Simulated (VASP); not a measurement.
# K4Mg3ZnF12 (P1) in VASP: single point with PBEsol

Aim: the single point of K4Mg3ZnF12 with PBEsol.

Everything below comes from runs of VASP 6.6.1. Logs are shortened: lines on timing, memory, paths and dates and some standing lists are left out, and cuts for length are marked.

## 1. The cell of the first run

The typed cell holds 40 atoms: a = 8.015 Å, b = 8.015 Å, c = 8.015 Å, α = 90.00°, β = 90.00°, γ = 90.00°.

## 2. Single point, PBEsol

INCAR reads:

```
PREC = Accurate
ENCUT = 600
EDIFF = 1E-6
ISMEAR = -1
SIGMA = 0.05
LREAL = Auto
LASPH = T
NELM = 120
ALGO = Normal
ISIF = 2
LWAVE = F
LCHARG = T
GGA = PS
LELF = T
LVHAR = T
ISYM = 0
NBANDS = 164
GGA_COMPAT = F
```

KPOINTS reads:

```
Automatic mesh
0
Gamma
  1 1 1
  0.25 0.25 0.25
```

POSCAR reads:

```
K4Mg3ZnF12
1.0
    8.0153234252      0.0000000000      0.0000000000
    0.0000000000      8.0153234252      0.0000000000
    0.0000000000      0.0000000000      8.0153234252
K Mg Zn F
8 6 2 24
Direct
    0.0002290000      0.9995880000      0.9993880000
    0.0003190000      0.9997310000      0.5000050000
    0.0000960000      0.5002480000      0.9995890000
    0.0002040000      0.5000700000      0.4998040000
    0.5002150000      0.9997170000      0.9993320000
    0.5001220000      0.9997780000      0.5000410000
    0.5002590000      0.5002120000      0.9995020000
    0.5002500000      0.5000560000      0.4998020000
    0.2502920000      0.2499460000      0.2496050000
    0.2502290000      0.2499420000      0.7496120000
    0.2502140000      0.7499870000      0.2496910000
    0.7503550000      0.2498360000      0.2497000000
    0.7502830000      0.2499760000      0.7496820000
    0.7501660000      0.7500240000      0.2497260000
    0.2501060000      0.7498700000      0.7496720000
    0.7501140000      0.7498730000      0.7496720000
    0.2504730000      0.2499720000      0.9996820000
    0.2501320000      0.2501810000      0.4995200000
    0.2497280000      0.7502270000      0.0026330000
    0.2505480000      0.7499210000      0.4966520000
    0.7502270000      0.2495550000      0.9998010000
    0.7505220000      0.2503060000      0.4995880000
    0.7504910000      0.7504170000      0.0027030000
    0.7496640000      0.7494800000      0.4966940000
    0.0002910000      0.2501390000      0.2495850000
    0.0002560000      0.2503200000      0.7497440000
    0.0002060000      0.7498180000      0.2501120000
    0.0001370000      0.7497990000      0.7492530000
    0.5003170000      0.2496640000      0.2498570000
    0.5002820000      0.2498110000      0.7494710000
    0.5002210000      0.7501900000      0.2493110000
    0.5001530000      0.7503360000      0.7500700000
    0.2500190000      0.0001310000      0.2497170000
    0.2499700000      0.0030210000      0.7494900000
    0.2504340000      0.4998820000      0.2493500000
    0.2504100000      0.4970190000      0.7495760000
    0.7505160000      0.0000740000      0.2501210000
    0.7505110000      0.0029770000      0.7494000000
    0.7501230000      0.4998220000      0.2492760000
    0.7498770000      0.4969810000      0.7501390000
```

Potentials or basis: VASP PAW PBE potentials, release 64 (K_sv, Mg, Zn, F).

On the command line:

```console
$ cat potpaw_PBE.64/K_sv/POTCAR potpaw_PBE.64/Mg/POTCAR potpaw_PBE.64/Zn/POTCAR potpaw_PBE.64/F/POTCAR > POTCAR
$ mpirun -np 1 vasp_std > vasp.out
```

OUTCAR:

```text
PREC = Accurate
   ENCUT = 600
   EDIFF = 1E-6
   ISMEAR = -1
   LREAL = Auto
   LASPH = T
   NELM = 120
   ISIF = 2
   GGA = PS
   ISYM = 0

 ion  position               nearest neighbor table
   1  0.000  1.000  0.999-  19 2.83  23 2.83  34 2.83  38 2.83  28 2.83  21 2.83  33 2.83  26 2.84
                            37 2.84  27 2.84  17 2.84  25 2.84  11 3.47  14 3.47  13 3.47  10 3.47
   2  0.000  1.000  0.500-  34 2.83  28 2.83  38 2.83  37 2.83  27 2.83  33 2.83  20 2.83  18 2.84
                            26 2.84  22 2.84  25 2.84  24 2.84  10 3.47  11 3.47  13 3.47  14 3.47
   3  0.000  0.500  1.000-  19 2.83  39 2.83  40 2.83  26 2.83  23 2.83  28 2.83  27 2.83  35 2.83
                            25 2.83  36 2.84  21 2.84  17 2.84  14 3.47  11 3.47  13 3.47  12 3.47
   4  0.000  0.500  0.500-  28 2.83  27 2.83  22 2.83  26 2.83  18 2.83  24 2.83  36 2.83  25 2.83
                            20 2.84  39 2.84  40 2.84  35 2.84  13 3.47  10 3.47  11 3.47  14 3.47
   5  0.500  1.000  0.999-  32 2.83  31 2.83  23 2.83  21 2.83  30 2.83  17 2.83  19 2.83  34 2.83
                            38 2.84  29 2.84  33 2.84  37 2.84  10 3.47  13 3.47  14 3.47  11 3.47
   6  0.500  1.000  0.500-  20 2.83  30 2.83  32 2.83  34 2.83  38 2.83  24 2.83  29 2.83  37 2.84
                            31 2.84  18 2.84  33 2.84  22 2.84  10 3.47  13 3.47  11 3.47  14 3.47
   7  0.500  0.500  1.000-  40 2.83  32 2.83  39 2.83  35 2.83  31 2.83  36 2.83  17 2.83  30 2.84
                            23 2.84  19 2.84  21 2.84  29 2.84  14 3.47  11 3.47  13 3.47  10 3.47
   8  0.500  0.500  0.500-  24 2.83  20 2.83  36 2.83  30 2.83  40 2.83  18 2.83  22 2.83  35 2.84
                            29 2.84  39 2.84  32 2.84  31 2.84  10 3.47  14 3.47  13 3.47  11 3.47
   9  0.250  0.250  0.250-  33 2.00  18 2.00  17 2.00  35 2.00  25 2.00  29 2.00   8 3.47   7 3.47
[... 35 lines left out ...]
  39  0.750  0.500  0.249-  12 2.00  14 2.01   7 2.83   3 2.83   8 2.84   4 2.84
  40  0.750  0.497  0.750-  13 1.98  16 2.03   7 2.83   3 2.83   8 2.83   4 2.84

IMPORTANT INFORMATION: All symmetrisations will be switched off!
NOSYMM: (Re-)initialisation of all symmetry stuff for point group C_1.

----------------------------------------------------------------------------------------

                                     Primitive cell

  volume of cell :     514.9477

  direct lattice vectors                    reciprocal lattice vectors
     8.015323425  0.000000000  0.000000000     0.124761029  0.000000000  0.000000000
     0.000000000  8.015323425  0.000000000     0.000000000  0.124761029  0.000000000
     0.000000000  0.000000000  8.015323425     0.000000000  0.000000000  0.124761029

  length of vectors
     8.015323425  8.015323425  8.015323425     0.124761029  0.124761029  0.124761029

  position of ions in fractional coordinates (direct lattice)
     0.000229000  0.999588000  0.999388000
     0.000319000  0.999731000  0.500005000
     0.000096000  0.500248000  0.999589000
     0.000204000  0.500070000  0.499804000
     0.500215000  0.999717000  0.999332000
[... 144 lines left out ...]
   ISMEAR =    -1;   SIGMA  =   0.05  broadening in eV -4-tet -1-fermi 0-gaus
   EFERMI_NEDOS =   21; number of points for ismear=-14 and -15
   IALGO  =     38    algorithm
   IMIX   =      4    mixing-type and parameters
     AMIX     =   0.40;   BMIX     =  1.00
     AMIX_MAG =   1.60;   BMIX_MAG =  1.00
  volume/ion in A,a.u.               =      12.87        86.88
  Fermi-wavevector in a.u.,A,eV,Ry     =   1.329812  2.512980 24.060530  1.768399
  Thomas-Fermi vector in A             =   2.458946
   LORBIT       =      0    0 simple, 1 ext, 2 COOP (PROOUT), +10 PAW based schemes
   GGA     = PS    functional components
   LHFCALC =     F    Hartree Fock is set to
   AEXX    =    0.0000 exact exchange contribution
   IVDW    =     0    specifies the selected vdW correction
   LEPSILON=     F    determine dielectric tensor
   LRPA    =     F    only Hartree local field effects (RPA)
 non-spin polarized calculation
  energy-cutoff  :      600.00
  volume of cell :      514.95
 maximum number of plane-waves:     17217
   NGX = 33   NGY = 33   NGZ = 33

 number of electron     276.0000194 magnetization

 Free energy of the ion-electron system (eV)
  ---------------------------------------------------
  ext. energy  EPLUGINS =         0.00000000
  ---------------------------------------------------
  free energy    TOTEN  =      -194.27379268 eV

  energy without entropy =     -194.27379268  energy(sigma->0) =     -194.27379268

 E-fermi :   0.2129     XC(G=0):  -9.9732

 val. band max:       -1.0744003324   @ k =  -0.2500   0.2500   0.2500
 cond. band min:       5.1247187221   @ k =   0.2500  -0.2500   0.2500
 fundamental gap:      6.1991190545
 Fermi energy:         0.2128771513

 k-point     1 :       0.2500    0.2500    0.2500
  band No.  band energies     occupation
      1     -27.3534      2.00000
      2     -27.3358      2.00000
      3     -27.3356      2.00000
      4     -27.3353      2.00000
      5     -27.3218      2.00000
      6     -27.3215      2.00000
[... 601 lines left out ...]
    149       8.6871      0.00000
    150       8.7131      0.00000
 [bands above 150 left out]

------------------------ aborting loop because EDIFF is reached ----------------------------------------

  FORCE on cell =-STRESS in cart. coord.  units (eV):
  Direction    XX          YY          ZZ          XY          YZ          ZX
  --------------------------------------------------------------------------------------
  -------------------------------------------------------------------------------------
  Total       -0.8667760     -0.8886669     -0.8950500      0.0012785     -0.0004449     -0.0002921
  in kB       -2.6968346     -2.7649447     -2.7848046      0.0039777     -0.0013841     -0.0009087
  external PRESSURE =      -2.7488613 kB  Pullay stress =       0.0000000 kB

 VOLUME and BASIS-vectors are now :
 -----------------------------------------------------------------------------
  energy-cutoff  :      600.00
  volume of cell :      514.95
      direct lattice vectors                 reciprocal lattice vectors
     8.015323425  0.000000000  0.000000000     0.124761029  0.000000000  0.000000000
     0.000000000  8.015323425  0.000000000     0.000000000  0.124761029  0.000000000
     0.000000000  0.000000000  8.015323425     0.000000000  0.000000000  0.124761029

 POSITION                                       TOTAL-FORCE (eV/Angst)
 -----------------------------------------------------------------------------------
      0.00184      8.01202      8.01042        -0.000321      0.005365      0.003019
      0.00256      8.01317      4.00770        -0.002625      0.002055     -0.003952
      0.00077      4.00965      8.01203         0.002078     -0.003958      0.000145
      0.00164      4.00822      4.00609        -0.000168     -0.000017     -0.000534
      4.00939      8.01306      8.00997         0.000367      0.003126      0.004201
      4.00864      8.01354      4.00799         0.002087      0.001437     -0.004489
[... 32 lines left out ...]
      6.01248      4.00623      1.99803        -0.000619     -0.000482      0.001745
      6.01051      3.98346      6.01261         0.002504     -0.074462     -0.001923
 -----------------------------------------------------------------------------------
    total drift:                               -0.014494      0.005480      0.021710

  FREE ENERGIE OF THE ION-ELECTRON SYSTEM (eV)
  ---------------------------------------------------
  free  energy   TOTEN  =      -194.2737926780 eV

  energy  without entropy=     -194.2737926780  energy(sigma->0) =     -194.27379268
```

OSZICAR:

```text
N       E                     dE             d eps       ncg     rms          rms(c)
DAV:   1     0.342575699745E+04    0.34258E+04   -0.15047E+05  1312   0.194E+03
DAV:   2     0.211478341637E+03   -0.32143E+04   -0.30895E+04  1472   0.523E+02
DAV:   3    -0.185945832470E+03   -0.39742E+03   -0.39450E+03  1416   0.197E+02
DAV:   4    -0.208522621808E+03   -0.22577E+02   -0.22478E+02  1664   0.438E+01
DAV:   5    -0.209401319855E+03   -0.87870E+00   -0.87737E+00  2280   0.762E+00    0.250E+01
DAV:   6    -0.194310445464E+03    0.15091E+02   -0.63493E+01  1920   0.301E+01    0.135E+01
DAV:   7    -0.194402562511E+03   -0.92117E-01   -0.60341E+00  1744   0.669E+00    0.928E+00
DAV:   8    -0.194380318098E+03    0.22244E-01   -0.23119E+00  1816   0.112E+01    0.247E+00
DAV:   9    -0.194278462836E+03    0.10186E+00   -0.48556E-01  1912   0.793E+00    0.113E+00
DAV:  10    -0.194270231817E+03    0.82310E-02   -0.17568E-01  1912   0.242E+00    0.328E-01
DAV:  11    -0.194274050345E+03   -0.38185E-02   -0.36989E-02  1856   0.144E+00    0.322E-01
DAV:  12    -0.194273816433E+03    0.23391E-03   -0.13038E-02  1816   0.459E-01    0.147E-01
DAV:  13    -0.194274055051E+03   -0.23862E-03   -0.67915E-03  1888   0.320E-01    0.127E-01
DAV:  14    -0.194273874058E+03    0.18099E-03   -0.56604E-04  1744   0.134E-01    0.762E-02
DAV:  15    -0.194273802696E+03    0.71362E-04   -0.52688E-04  1840   0.107E-01    0.234E-02
DAV:  16    -0.194273792536E+03    0.10160E-04   -0.11518E-04  1840   0.749E-02    0.902E-03
DAV:  17    -0.194273792442E+03    0.93518E-07   -0.21685E-05  1720   0.169E-02    0.605E-03
DAV:  18    -0.194273792678E+03   -0.23593E-06   -0.90266E-06  1424   0.107E-02
   1 F= -.19427379E+03 E0= -.19427379E+03  d E =-.176198E-10
```

stdout:

```text
POSCAR found type information on POSCAR K MgZnF
 POSCAR found :  4 types and      40 ions
 scaLAPACK will be used
 -----------------------------------------------------------------------------
|                                                                             |
|                                                                             |
|     You enforced a specific xc type in the INCAR file but a different       |
|     I HOPE YOU KNOW WHAT YOU ARE DOING!                                     |
|                                                                             |
 -----------------------------------------------------------------------------

 LDA part: xc-table for (Slater+PW92), standard interpolation
 POSCAR, INCAR and KPOINTS ok, starting setup
 FFT: planning ... GRIDC
 FFT: planning ... GRID_SOFT
 FFT: planning ... GRID
 WAVECAR not read
 entering main loop
```

Run time: 24 min. Hardware: 1 thread of AMD EPYC 7R13, shared host; peak memory 0.71 GiB.

Results:

```yaml
Free_energy: -194.2738 eV
Pressure: -0.3 GPa
Largest_force: 0.077 eV/Å
Band_gap_on_the_k_mesh: 6.20 eV
```

Forces in eV/Å, atoms in the order of the input:
```
K    0.000  0.005  0.003
K   -0.003  0.002 -0.004
K    0.002 -0.004  0.000
K    0.000  0.000 -0.001
K    0.000  0.003  0.004
K    0.002  0.001 -0.004
K   -0.001 -0.003  0.002
K   -0.001  0.000  0.000
Mg  -0.002  0.002  0.000
Mg   0.001  0.008  0.003
Mg  -0.001  0.002 -0.002
Mg  -0.005  0.006  0.000
Mg  -0.001 -0.001  0.002
Mg   0.003 -0.004  0.000
Zn   0.004  0.008 -0.001
Zn   0.002  0.008  0.001
F   -0.001 -0.001  0.003
F    0.001 -0.002 -0.003
F    0.003 -0.003  0.074
F   -0.001 -0.001 -0.073
F   -0.001  0.001  0.000
F   -0.003 -0.001 -0.001
F    0.000 -0.004  0.071
F    0.004  0.003 -0.072
F    0.003 -0.001 -0.002
F    0.000 -0.002  0.000
F    0.000 -0.001 -0.002
F   -0.001 -0.002  0.001
F   -0.001  0.002 -0.002
F   -0.002 -0.001  0.001
F   -0.003 -0.001  0.001
F   -0.002 -0.001  0.000
F    0.002 -0.002 -0.001
F    0.001  0.067  0.001
F    0.000 -0.001  0.004
F    0.000 -0.077  0.003
F   -0.002 -0.002 -0.002
F   -0.002  0.070 -0.001
F   -0.001  0.000  0.002
F    0.003 -0.074 -0.002
```

Caveat: the PAW data sets were made with another functional, which shifts forces and pressure a little; a shifted mesh leaves out Γ, where band edges can lie. A k mesh can miss the band edges.
